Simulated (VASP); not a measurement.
# ZnCo (P-6m2) in VASP: single point with LDA

Aim: the single point of ZnCo with LDA.

All numbers are computed with VASP 6.6.1; they aren't measurements. Logs are shortened: lines on timing, memory, paths and dates and some standing lists are left out, and cuts for length are marked.

## Step 1: The cell of the first run

Symmetry: P-6m2, No. 187, hexagonal system. Conventional cell: a = 2.607 Å, b = 2.607 Å, c = 4.172 Å, α = 90.00°, β = 90.00°, γ = 120.00°. Within 3.4 Å of Zn (site symmetry -6m2) lie 6 Co at 2.57 Å and 6 Zn at 2.61 Å. Within 3.4 Å of Co (site symmetry -6m2) lie 6 Zn at 2.57 Å and 6 Co at 2.61 Å.

## Step 2: Single point, LDA, collinear spin, ferromagnetic start

File INCAR:

```
PREC = Accurate
ENCUT = 520
EDIFF = 1E-7
ISMEAR = -1
SIGMA = 0.1
LREAL = F
LASPH = T
NELM = 150
ALGO = Normal
ISIF = 2
LWAVE = F
LCHARG = F
ISPIN = 2
MAGMOM = 0 2
LORBIT = 11
LMAXMIX = 4
NBANDS = 22
```

File KPOINTS:

```
regular mesh
0
Gamma
  13 13 7
```

File POSCAR:

```
ZnCo
1.0
    2.6072238118      0.0000000000      0.0000000000
   -1.3036119059      2.2579220543      0.0000000000
    0.0000000000      0.0000000000      4.1716830000
Zn Co
1 1
Direct
    0.6666666667      0.3333333333      0.0000000000
    0.0000000000      0.0000000000      0.5000000000
```

Potentials or basis: VASP PAW LDA potentials, release 64 (Zn, Co).

The run is started by

```bash
$ cat potpaw_LDA.64/Zn/POTCAR potpaw_LDA.64/Co/POTCAR > POTCAR
$ mpirun -np 1 vasp_std > vasp.out
```

OUTCAR:

```text
PREC = Accurate
   ENCUT = 520
   EDIFF = 1E-7
   ISMEAR = -1
   LREAL = F
   LASPH = T
   NELM = 150
   ISIF = 2
   ISPIN = 2
   LORBIT = 11

 ion  position               nearest neighbor table
   1  0.667  0.333  0.000-   2 2.57   2 2.57   2 2.57   2 2.57   2 2.57   2 2.57
   2  0.000  0.000  0.500-   1 2.57   1 2.57   1 2.57   1 2.57   1 2.57   1 2.57

  LATTYP: Found a hexagonal cell.
 ALAT       =     2.6072238118
 C/A-ratio  =     1.6000479058

  Lattice vectors:

 A1 = (   2.6072238118,   0.0000000000,   0.0000000000)
 A2 = (  -1.3036119059,   2.2579220543,   0.0000000000)
 A3 = (   0.0000000000,   0.0000000000,   4.1716830000)

Analysis of symmetry for initial positions (statically):
=====================================================================
 Subroutine PRICEL returns:
 Original cell was already a primitive cell.

 Routine SETGRP: Setting up the symmetry group for a
 hexagonal supercell.

 Subroutine GETGRP returns: Found 12 space group operations
 (whereof 12 operations were pure point group operations)
 out of a pool of 24 trial point group operations.

The static configuration has the point symmetry D_3h.

Analysis of symmetry for dynamics (positions and initial velocities):
=====================================================================
 Subroutine PRICEL returns:
 Original cell was already a primitive cell.

 Routine SETGRP: Setting up the symmetry group for a
 hexagonal supercell.

 Subroutine GETGRP returns: Found 12 space group operations
 (whereof 12 operations were pure point group operations)
 out of a pool of 24 trial point group operations.

The dynamic configuration has the point symmetry D_3h.

Analysis of structural, dynamic, and magnetic symmetry:
=====================================================================
 Subroutine PRICEL returns:
 Original cell was already a primitive cell.

 Routine SETGRP: Setting up the symmetry group for a
 hexagonal supercell.

 Subroutine GETGRP returns: Found 12 space group operations
 (whereof 12 operations were pure point group operations)
 out of a pool of 24 trial point group operations.

The overall configuration has the point symmetry D_3h.

 Subroutine INISYM returns: Found 12 space group operations
 (whereof 12 operations are pure point group operations),
 and found     1 'primitive' translations

----------------------------------------------------------------------------------------

                                     Primitive cell

[... 106 lines left out ...]
   EFERMI_NEDOS =   21; number of points for ismear=-14 and -15
   IALGO  =     38    algorithm
   IMIX   =      4    mixing-type and parameters
     AMIX     =   0.40;   BMIX     =  1.00
     AMIX_MAG =   1.60;   BMIX_MAG =  1.00
  volume/ion in A,a.u.               =      12.28        82.86
  Fermi-wavevector in a.u.,A,eV,Ry     =   1.553871  2.936391 32.851489  2.414516
  Thomas-Fermi vector in A             =   2.658040
   LORBIT       =     11    0 simple, 1 ext, 2 COOP (PROOUT), +10 PAW based schemes
   GGA     = CA    functional components
   LHFCALC =     F    Hartree Fock is set to
   AEXX    =    0.0000 exact exchange contribution
   IVDW    =     0    specifies the selected vdW correction
   LEPSILON=     F    determine dielectric tensor
   LRPA    =     F    only Hartree local field effects (RPA)
 spin polarized calculation
  energy-cutoff  :      520.00
  volume of cell :       24.56
 maximum number of plane-waves:       683
 NGX is ok and might be reduce to    20
   NGX =  9   NGY =  9   NGZ = 15

 number of electron      20.9999999 magnetization       1.1292323

 Free energy of the ion-electron system (eV)
  ---------------------------------------------------
  ext. energy  EPLUGINS =         0.00000000
  ---------------------------------------------------
  free energy    TOTEN  =        -9.91520971 eV

  energy without entropy =       -9.83665566  energy(sigma->0) =       -9.87593268

 E-fermi :   6.0096     XC(G=0): -13.0453

 val. band max:        6.0091657886   @ k =   0.2308   0.0769   0.2857
 cond. band min:       6.0114264899   @ k =   0.3077   0.0769   0.4286
 fundamental gap:      0.0022607013
 Fermi energy:         6.0095819383

 spin component 1

 k-point     1 :       0.0000    0.0000    0.0000
  band No.  band energies     occupation
      1      -4.0895      1.00000
      2      -1.9015      1.00000
      3      -1.4223      1.00000
      4      -1.4223      1.00000
      5      -0.8585      1.00000
      6      -0.8585      1.00000
[... 589 lines left out ...]
     21      30.7527      0.00000
     22      32.3464      0.00000

 [... further k-points ...]

 spin component 2

 k-point     1 :       0.0000    0.0000    0.0000
  band No.  band energies     occupation
      1      -4.0693      1.00000
      2      -1.8980      1.00000
      3      -1.4280      1.00000
      4      -1.4280      1.00000
      5      -0.8617      1.00000
      6      -0.8617      1.00000
[... 589 lines left out ...]
     21      30.8326      0.00000
     22      32.4402      0.00000

 [... further k-points ...]
[... 5 lines left out ...]
  --------------------------------------------------------------------------------------
  -------------------------------------------------------------------------------------
  Total       -2.1321339     -2.1321339     -2.2814898      0.0000000     -0.0000000     -0.0000000
  in kB     -139.0997985   -139.0997985   -148.8437323      0.0000000     -0.0000000     -0.0000000
  external PRESSURE =    -142.3477764 kB  Pullay stress =       0.0000000 kB

 VOLUME and BASIS-vectors are now :
 -----------------------------------------------------------------------------
  energy-cutoff  :      520.00
  volume of cell :       24.56
      direct lattice vectors                 reciprocal lattice vectors
     2.607223812  0.000000000  0.000000000     0.383549734  0.221442542  0.000000000
    -1.303611906  2.257922054  0.000000000     0.000000000  0.442885085  0.000000000
     0.000000000  0.000000000  4.171683000     0.000000000  0.000000000  0.239711407

 POSITION                                       TOTAL-FORCE (eV/Angst)
 -----------------------------------------------------------------------------------
      1.30361      0.75264      0.00000        -0.000000     -0.000000      0.000000
      0.00000      0.00000      2.08584         0.000000      0.000000      0.000000
 -----------------------------------------------------------------------------------
    total drift:                               -0.000000      0.000000      0.000000

  FREE ENERGIE OF THE ION-ELECTRON SYSTEM (eV)
  ---------------------------------------------------
  free  energy   TOTEN  =        -9.9152097116 eV

  energy  without entropy=       -9.8366556581  energy(sigma->0) =       -9.87593268

 total charge

# of ion       s       p       d       tot
------------------------------------------
    1        0.625   0.564   9.744  10.932
    2        0.420   0.424   7.301   8.145
--------------------------------------------------
tot          1.045   0.987  17.045  19.078

 magnetization (x)

# of ion       s       p       d       tot
------------------------------------------
    1       -0.009  -0.019  -0.001  -0.028
    2       -0.003  -0.017   1.200   1.179
--------------------------------------------------
tot         -0.012  -0.036   1.199   1.151
```

It took 1.7 min on 1 thread of Intel Xeon Platinum 8375C at 2.90GHz (Ice Lake), shared host; peak memory 0.18 GiB.

What came out:

* Free energy: -9.9152 eV
* Pressure: -14.2 GPa
* Net moment: 1.13 μB per cell
* Site moments: Zn -0.03; Co +1.18 μB
* Valence electrons inside the program's atomic spheres: Zn 10.93; Co 8.14
